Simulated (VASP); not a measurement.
Input of a VASP 6.6.1 run:

Contents of INCAR:

```
  PREC = Accurate
  ENCUT = 520
  EDIFF = 1E-6
  ISMEAR = 0
  SIGMA = 0.026000000000000002
  LREAL = False
  LASPH = True
  NELM = 100
  ALGO = Fast
  ISIF = 2
  LWAVE = False
  LCHARG = False
  GGA = PE
  NBANDS = 14
```

File KPOINTS:

```
regular mesh
0
Gamma
  9 9 9
```

POSCAR

```
Bi
1.0
   -1.9814305318      1.9814305318      1.9814305318
    1.9814305318     -1.9814305318      1.9814305318
    1.9814305318      1.9814305318     -1.9814305318
Bi
1
Direct
    0.0000000000      0.0000000000      0.0000000000
```

Potentials or basis: VASP PAW PBE potentials, release 64 (Bi_d).

Launch:

```bash
$ cat potpaw_PBE.64/Bi_d/POTCAR > POTCAR
$ mpirun -np 1 vasp_std > vasp.out
```

(1) What does it give for the pressure?

Results:

(1) 0.8 GPa.
